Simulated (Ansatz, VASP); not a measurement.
## One calculation of AlN, two programs

The input POSCAR:

```
AlN
1.0
    0.0000000000      2.1839935596      2.1839935596
    2.1839935596      0.0000000000      2.1839935596
    2.1839935596      2.1839935596      0.0000000000
Al N
1 1
Direct
   -0.0849890464      0.0000000000      0.0000000000
    0.7500000000      0.7500000000      0.7500000000
```

Contents of INCAR.step1:

```
PREC = Accurate
ENCUT = 520
ISMEAR = 0
SIGMA = 0.05
LREAL = False
LASPH = True
NELM = 100
NBANDS = 11
GGA = PE
ALGO = Normal
EDIFF = 1E-4
LWAVE = True
LCHARG = False
```

Contents of INCAR.step2:

```
PREC = Accurate
ENCUT = 520
EDIFF = 1E-7
ISMEAR = 0
SIGMA = 0.05
LREAL = False
LASPH = True
NELM = 100
ALGO = Normal
ISIF = 2
LWAVE = False
LCHARG = False
METAGGA = R2SCAN
LMIXTAU = True
NBANDS = 11
ISTART = 1
```

Contents of KPOINTS:

```
Automatic mesh
0
Gamma
  10 10 10
```

Input for Ansatz:

```yaml
crystal:
  lattice:
    - [0.0, 2.1839935596, 2.1839935596]
    - [2.1839935596, 0.0, 2.1839935596]
    - [2.1839935596, 2.1839935596, 0.0]
  atoms:
    - { symbol: Al, position: [-0.0849890464, 0.0, 0.0] }
    - { symbol: "N", position: [0.75, 0.75, 0.75] }
basis:
  ecutwfc: 500
kpoints:
  mp_grid: { grid: [10, 10, 10] }
hamiltonian:
  xc: r2scan
scf:
  occupations: { method: gaussian, width: 0.05 }
output:
  forces: true
  stress: true
  eigenvalues: true
```

Change from the starting cell: all Al atoms moved +0.263 Å, as atom 1 towards its neighbour atom 1 (Al) at 3.089 Å.

Alike in both runs: task single point; functional r2SCAN; k mesh 10 × 10 × 10; occupations gaussian, width 0.05 eV; no spin polarisation.

```csv
,VASP,Ansatz
version,VASP 6.6.1,Ansatz 0.2.0
potentials or method,"VASP PAW PBE potentials, release 64 (Al, N), cutoff 520 eV","scalar-relativistic, plane waves, PAW"
valence electrons in the cell,8,8
```

Ansatz gave:

- gap on the k mesh at the Fermi level (eV): 3.26
- least direct gap on the mesh (eV): 4.08
- pressure (GPa): 9.3
- traceless stress, the component that is largest in VASP (GPa): 15.08
- rms of the force components (eV/Å): 2.836

Task: Estimate VASP's values.

Result: gap on the k mesh at the Fermi level (eV): 3.25; least direct gap on the mesh (eV): 4.11; pressure (GPa): 9.1; traceless stress, the component that is largest in VASP (GPa): 15.46; rms of the force components (eV/Å): 2.881.

VASP's potentials were made for PBE, not for r2SCAN. Atom by atom the forces differ by 0.045 eV/Å (rms over components). With one functional, cell and mesh, what is left measures potentials, basis and numerics.
